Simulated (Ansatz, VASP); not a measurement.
Ba: VASP beside Ansatz

The input INCAR:

```
SYSTEM = Ba
  ALGO = Normal
  EDIFF = 1E-6
  ENCUT = 500
  GGA_COMPAT = .False.
  ISIF = 2
  ISMEAR = -1
  LASPH = .True.
  LCHARG = .True.
  LELF = .True.
  LREAL = .False.
  LVHAR = .True.
  LWAVE = .False.
  NBANDS = 17
  NELM = 120
  PREC = Accurate
  SIGMA = 0.1
```

Contents of KPOINTS:

```
k-points
0
Gamma
  10 10 5
  0 0 0
```

The input POSCAR:

```
Ba
1.0
    4.1759963067      0.0000000000      0.0000000000
   -2.0879981534      3.6165188877      0.0000000000
    0.0000000000      0.0000000000      6.7696490877
Ba
2
Direct
    0.3333333333      0.6666666667      0.2500000000
    0.6666666667      0.3333333333      0.7500000000
```

Input for Ansatz:

```yaml
crystal:
  lattice:
    - [4.1759963067, 0.0, 0.0]
    - [-2.0879981534, 3.6165188877, 0.0]
    - [0.0, 0.0, 6.7696490877]
  atoms:
    - { symbol: Ba, position: [0.3333333333, 0.6666666667, 0.25] }
    - { symbol: Ba, position: [0.6666666667, 0.3333333333, 0.75] }
hamiltonian:
  xc: lda
  pseudopotentials:
    kind: paw
    azcp:
      Ba: "pseudopotentials/Ba.paw.azcp"
basis:
  ecutwfc: 420
  fft_grid_basis: typed
kpoints:
  mp_grid: { grid: [10, 10, 5], shift: [0, 0, 0] }
magnetization:
  spin_polarized: false
scf:
  occupations: { method: fermi_dirac, width: 0.1 }
  lower_state_search: "off"
output:
  stress: true
```

Alike in both runs: task single point; functional LDA; k mesh 10 × 10 × 5; occupations fermi-dirac, width 0.1 eV; no spin polarisation.

|  | VASP | Ansatz |
| --- | --- | --- |
| version | VASP 6.6.1 | Ansatz 0.2.0 |
| potentials or method | VASP PAW LDA potentials, release 64 (Ba_sv), cutoff 500 eV | plane waves (420 eV) with PAW, scalar-relativistic |
| valence electrons in the cell | 20 | 20 |

```tsv
	VASP	Ansatz	Ansatz less VASP
pressure (GPa)	0.5	0.4	-0.12
traceless stress, the component that is largest in VASP (GPa)	-0.10	-0.09	+0.005
```

Ansatz warns that its potentials were made for another functional, while VASP's fit it. LDA's correlation is that of Perdew and Zunger in VASP and of Perdew and Wang (1992) in Ansatz.

Spin-orbit coupling is off throughout.
